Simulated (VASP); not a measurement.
Wanted: the native input for a VASP 6.6.1 run.

* Task: single point
* Functional: PBE
* Potentials or basis: VASP PAW PBE potentials, release 64 (K_sv, Sm_3), 4f in core
* Cutoff: 500 eV
* k mesh: 4 × 4 × 4
* Occupations: gaussian, width 0.1 eV
* Spin: no spin polarisation
* Dipole correction: no
* Further INCAR settings: ALGO = Normal; EDIFF = 1e-06; NBANDS = 38

The structure of K2Sm lies in POSCAR:

```
K2Sm
1.0
    0.0000000000      4.5726180000      4.5726180000
    4.5726180000      0.0000000000      4.5726180000
    4.5726180000      4.5726180000      0.0000000000
K Sm
4 2
Direct
    0.1250000000      0.1250000000      0.1250000000
    0.6250000000      0.1250000000      0.1250000000
    0.1250000000      0.1250000000      0.6250000000
    0.1250000000      0.6250000000      0.1250000000
    0.5000000000      0.5000000000      0.5000000000
    0.7500000000      0.7500000000      0.7500000000
```

The cell was generated, and may not be a known phase.

The input as run:

INCAR

```
SYSTEM = K2Sm
PREC = Accurate
ENCUT = 500
EDIFF = 1E-6
ISMEAR = 0
SIGMA = 0.1
LREAL = .FALSE.
LASPH = .TRUE.
NELM = 200
ALGO = Normal
ISIF = 2
LWAVE = .FALSE.
LCHARG = .FALSE.
GGA = PE
NBANDS = 38
GGA_COMPAT = .FALSE.
LMAXMIX = 6
```

KPOINTS

```
Automatic mesh
0
G
  4 4 4
  0 0 0
```

Potentials or basis: VASP PAW PBE potentials, release 64 (K_sv, Sm_3), 4f in core.

Run with:

```console
$ cat potpaw_PBE.64/K_sv/POTCAR potpaw_PBE.64/Sm_3/POTCAR > POTCAR
$ mpirun -np 1 vasp_std > vasp.out
```

It gave:

```json
{"Pressure": "9.1 GPa", "Band gap on the k mesh": "zero (bands 29 and 30 overlap by 0.25 eV)"}
```

Caveat: the cell stands under pressure; spin-orbit coupling is left out, which moves the levels of the heavy elements; the 4f electrons are frozen in the core, so they carry no moment and show no levels.

Run time: 40 s on 1 thread of AMD EPYC 9R45 96-Core Processor (Zen 5), with other jobs on the host, peak memory 0.3 GiB.
